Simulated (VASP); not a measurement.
# InSb (I4/mmm) in VASP: notebook, part 2 of 2

VASP 6.6.1.

## Step 4: Single point, PBEsol (strain +0.000 along x and y, -0.050 along z)

INCAR reads:

```
PREC = Accurate
ENCUT = 520
EDIFF = 1E-6
ISMEAR = 0
SIGMA = 0.15
LREAL = F
LASPH = T
NELM = 80
ALGO = Normal
ISIF = 2
LWAVE = F
LCHARG = T
GGA = PS
LELF = T
LVHAR = T
NBANDS = 16
```

KPOINTS reads:

```
Automatic mesh
0
Gamma
  14 14 14
```

POSCAR reads:

```
InSb
1.0
    0.0000000000      3.0735130000      2.9198373500
    3.0735130000      0.0000000000      2.9198373500
    3.0735130000      3.0735130000      0.0000000000
In Sb
1 1
Direct
    0.0000000000      0.0000000000      0.0000000000
    0.5000000000      0.5000000000      0.5000000000
```

Potentials or basis: VASP PAW PBE potentials, release 64 (In_d, Sb).

Started as:

```sh
cat potpaw_PBE.64/In_d/POTCAR potpaw_PBE.64/Sb/POTCAR > POTCAR
mpirun -np 1 vasp_std > vasp.out
```

OUTCAR:

```text
PREC = Accurate
   ENCUT = 520
   EDIFF = 1E-6
   ISMEAR = 0
   LREAL = F
   LASPH = T
   NELM = 80
   ISIF = 2
   GGA = PS

 ion  position               nearest neighbor table
   1  0.000  0.000  0.000-   2 2.92   2 2.92   2 3.07   2 3.07   2 3.07   2 3.07
   2  0.500  0.500  0.500-   1 2.92   1 2.92   1 3.07   1 3.07   1 3.07   1 3.07

  LATTYP: Found a body centered tetragonal cell.
 ALAT       =     4.3466037687
 C/A-ratio  =     1.3435028843

  Lattice vectors:

 A1 = (   0.0000000000,  -3.0735130000,  -2.9198373500)
 A2 = (   0.0000000000,   3.0735130000,  -2.9198373500)
 A3 = (   3.0735130000,   0.0000000000,   2.9198373500)

Analysis of symmetry for initial positions (statically):
=====================================================================
 Subroutine PRICEL returns:
 Original cell was already a primitive cell.

 Routine SETGRP: Setting up the symmetry group for a
 body centered tetragonal supercell.

 Subroutine GETGRP returns: Found 16 space group operations
 (whereof 16 operations were pure point group operations)
 out of a pool of 16 trial point group operations.

The static configuration has the point symmetry D_4h.

Analysis of symmetry for dynamics (positions and initial velocities):
=====================================================================
 Subroutine PRICEL returns:
 Original cell was already a primitive cell.

 Routine SETGRP: Setting up the symmetry group for a
 body centered tetragonal supercell.

 Subroutine GETGRP returns: Found 16 space group operations
 (whereof 16 operations were pure point group operations)
 out of a pool of 16 trial point group operations.

The dynamic configuration has the point symmetry D_4h.

 Subroutine INISYM returns: Found 16 space group operations
 (whereof 16 operations are pure point group operations),
 and found     1 'primitive' translations

[... 109 lines left out ...]
   ISMEAR =     0;   SIGMA  =   0.15  broadening in eV -4-tet -1-fermi 0-gaus
   EFERMI_NEDOS =   21; number of points for ismear=-14 and -15
   IALGO  =     38    algorithm
   IMIX   =      4    mixing-type and parameters
     AMIX     =   0.40;   BMIX     =  1.00
     AMIX_MAG =   1.60;   BMIX_MAG =  1.00
  volume/ion in A,a.u.               =      27.58       186.13
  Fermi-wavevector in a.u.,A,eV,Ry     =   1.127058  2.129830 17.282918  1.270259
  Thomas-Fermi vector in A             =   2.263742
   LORBIT       =      0    0 simple, 1 ext, 2 COOP (PROOUT), +10 PAW based schemes
   GGA     = PS    functional components
   LHFCALC =     F    Hartree Fock is set to
   AEXX    =    0.0000 exact exchange contribution
   IVDW    =     0    specifies the selected vdW correction
   LEPSILON=     F    determine dielectric tensor
   LRPA    =     F    only Hartree local field effects (RPA)
 non-spin polarized calculation
 Gauss-broadening in eV      SIGMA  =   0.15
  energy-cutoff  :      520.00
  volume of cell :       55.16
 maximum number of plane-waves:      1522
   NGX = 15   NGY = 15   NGZ = 17

 number of electron      17.9999993 magnetization

 Free energy of the ion-electron system (eV)
  ---------------------------------------------------
  ext. energy  EPLUGINS =         0.00000000
  ---------------------------------------------------
  free energy    TOTEN  =        -7.50804847 eV

  energy without entropy =       -7.49198110  energy(sigma->0) =       -7.50001478

 E-fermi :   7.0390     XC(G=0): -10.0811

 val. band max:        7.0388948763   @ k =  -0.3571  -0.0000   0.3571
 cond. band min:       7.0437195885   @ k =   0.3571   0.0000   0.0714
 fundamental gap:      0.0048247122
 Fermi energy:         7.0389909230

 k-point     1 :       0.0000    0.0000    0.0000
  band No.  band energies     occupation
      1      -7.3820      2.00000
      2      -7.3526      2.00000
      3      -7.3372      2.00000
      4      -7.3372      2.00000
      5      -7.3148      2.00000
      6      -4.2333      2.00000
[... 433 lines left out ...]
      3      -7.3266      2.00000
      4      -7.3145      2.00000
      5      -7.3119      2.00000
      6      -3.3616      2.00000
[... 8 lines left out ...]
     15      15.8120      0.00000
     16      16.0023      0.00000

 [... further k-points ...]

------------------------ aborting loop because EDIFF is reached ----------------------------------------

  FORCE on cell =-STRESS in cart. coord.  units (eV):
  Direction    XX          YY          ZZ          XY          YZ          ZX
  --------------------------------------------------------------------------------------
  -------------------------------------------------------------------------------------
  Total       -0.5655552     -0.5655552      1.2831890      0.0000000      0.0000000     -0.0000000
  in kB      -16.4258103    -16.4258103     37.2685458      0.0000000      0.0000000     -0.0000000
  external PRESSURE =       1.4723084 kB  Pullay stress =       0.0000000 kB

 VOLUME and BASIS-vectors are now :
 -----------------------------------------------------------------------------
  energy-cutoff  :      520.00
  volume of cell :       55.16
      direct lattice vectors                 reciprocal lattice vectors
     0.000000000  3.073513000  2.919837350    -0.162680295  0.162680295  0.171242415
     3.073513000  0.000000000  2.919837350     0.162680295 -0.162680295  0.171242415
     3.073513000  3.073513000  0.000000000     0.162680295  0.162680295 -0.171242415

 POSITION                                       TOTAL-FORCE (eV/Angst)
 -----------------------------------------------------------------------------------
      0.00000      0.00000      0.00000         0.000000     -0.000000      0.000000
      3.07351      3.07351      2.91984        -0.000000      0.000000     -0.000000
 -----------------------------------------------------------------------------------
    total drift:                                0.000000     -0.000000     -0.000000

  FREE ENERGIE OF THE ION-ELECTRON SYSTEM (eV)
  ---------------------------------------------------
  free  energy   TOTEN  =        -7.5080484656 eV

  energy  without entropy=       -7.4919811009  energy(sigma->0) =       -7.50001478
```

OSZICAR:

```text
N       E                     dE             d eps       ncg     rms          rms(c)
DAV:   1     0.109385734666E+03    0.10939E+03   -0.80325E+03  7816   0.118E+03
DAV:   2    -0.104817327782E+01   -0.11043E+03   -0.10696E+03  8960   0.291E+02
DAV:   3    -0.741782754533E+01   -0.63697E+01   -0.63096E+01 10024   0.693E+01
DAV:   4    -0.758063146357E+01   -0.16280E+00   -0.16276E+00  9720   0.120E+01
DAV:   5    -0.758845427724E+01   -0.78228E-02   -0.78226E-02 11480   0.222E+00    0.346E+00
DAV:   6    -0.751547896317E+01    0.72975E-01   -0.13791E-01 10320   0.657E+00    0.189E+00
DAV:   7    -0.750886932467E+01    0.66096E-02   -0.27430E-02 11392   0.216E+00    0.576E-01
DAV:   8    -0.750803767277E+01    0.83165E-03   -0.24476E-03 10056   0.640E-01    0.152E-01
DAV:   9    -0.750804952874E+01   -0.11856E-04   -0.16151E-04 10992   0.142E-01    0.575E-02
DAV:  10    -0.750804766810E+01    0.18606E-05   -0.11680E-05 11184   0.349E-02    0.202E-02
DAV:  11    -0.750804846556E+01   -0.79747E-06   -0.17773E-06  9336   0.149E-02
   1 F= -.75080485E+01 E0= -.75000148E+01  d E =-.160674E-01
```

stdout:

```text
POSCAR found type information on POSCAR InSb
 POSCAR found :  2 types and       2 ions
 scaLAPACK will be used
 -----------------------------------------------------------------------------
|                                                                             |
|                                                                             |
|     You enforced a specific xc type in the INCAR file but a different       |
|     I HOPE YOU KNOW WHAT YOU ARE DOING!                                     |
|                                                                             |
 -----------------------------------------------------------------------------

 LDA part: xc-table for (Slater+PW92), standard interpolation
 POSCAR, INCAR and KPOINTS ok, starting setup
 FFT: planning ... GRIDC
 FFT: planning ... GRID_SOFT
 FFT: planning ... GRID
 WAVECAR not read
 entering main loop
```

Wall time 73 s (1 thread of Intel Xeon 6975P-C (Granite Rapids), shared host); peak memory 0.35 GiB.

What came out:

* Free energy: -7.5080 eV
* Pressure: 0.1 GPa
* Band gap on the k mesh: zero (bands 9 and 10 overlap by 3.01 eV)

Levels at points of the mesh, in eV from the Fermi level:
```
           k point  band 7  band 8  band 9  band 10  band 11  band 12
(0.00, 0.00, 0.00)   -0.44   -0.17    0.13     0.13     5.67     5.67
(0.50, 0.00, 0.00)   -6.66    0.22    0.46     2.02     2.26     2.82
(0.50, 0.50, 0.00)   -4.70   -3.66   -2.41    -2.41     2.96     8.39
(0.50, 0.00, 0.50)   -4.69   -3.16   -2.47    -1.89     3.19     7.78
```

Caveat: the cell differs from its parent crystal (strain +0.000 along x and y, -0.050 along z); the stress differs along the axes, from -2 to 4 GPa; the PAW data sets were made with another functional, which shifts forces and pressure a little; spin-orbit coupling is left out, which moves the levels of the heavy elements.

## Step 5: Overview

```csv
cell,gap on the mesh (eV),pressure (GPa)
"a = 4.295, b = 4.295, c = 4.129 Å, angles 61.3, 61.3, 57.5°, 2 atoms",none,2.1
"a = 4.352, b = 4.352, c = 4.129 Å, angles 61.7, 61.7, 56.6°, 2 atoms",none,1.1
"a = 4.239, b = 4.239, c = 4.347 Å, angles 59.2, 59.2, 61.7°, 2 atoms",none,0.1
```

Alike in all rows: task single point; level PBEsol; potentials or basis VASP PAW PBE potentials, release 64 (In_d, Sb); no spin polarisation; k mesh 14 × 14 × 14; cutoff (eV) 520; smearing gaussian 0.15 eV.

Caveats: the PAW data sets were made with another functional, which shifts forces and pressure a little; spin-orbit coupling is left out, which moves the levels of the heavy elements; the stress differs along the axes, from -3 to 5 GPa (at least some runs); the stress differs along the axes, from -4 to 4 GPa (at least some runs); the stress differs along the axes, from -2 to 4 GPa (at least some runs).

Total energies depend on the potentials used, so only differences within one code and one set of settings carry meaning.
